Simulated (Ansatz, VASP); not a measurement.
One calculation of BaO, two programs

```
CELL_PARAMETERS angstrom
0.00000 2.77187 2.77187
2.77187 0.00000 2.77187
2.77187 2.77187 0.00000
ATOMIC_POSITIONS crystal
Ba 0.00000 0.00000 0.00000
O 0.50000 0.50000 0.50000
```

Alike in both runs: task single point; functional PBE; k mesh 6 × 6 × 6; no spin polarisation.

|  | VASP | Ansatz |
| --- | --- | --- |
| version | VASP 6.6.1 | Ansatz 0.2.0 |
| potentials or method | VASP PAW PBE potentials, release 64 (Ba_sv, O) | plane waves |
| plane-wave cutoff (eV) | 600 | 420 |
| occupations | gaussian, width 0.01 eV | fixed |
| valence electrons in the cell | 16 | 16 |

|  | VASP | Ansatz | Ansatz less VASP |
| --- | --- | --- | --- |
| gap on the k mesh at the Fermi level (eV) | 1.98 | 2.05 | +0.067 |
| pressure (GPa) | 2.8 | 1.2 | -1.60 |

Neither program's run includes spin-orbit coupling.
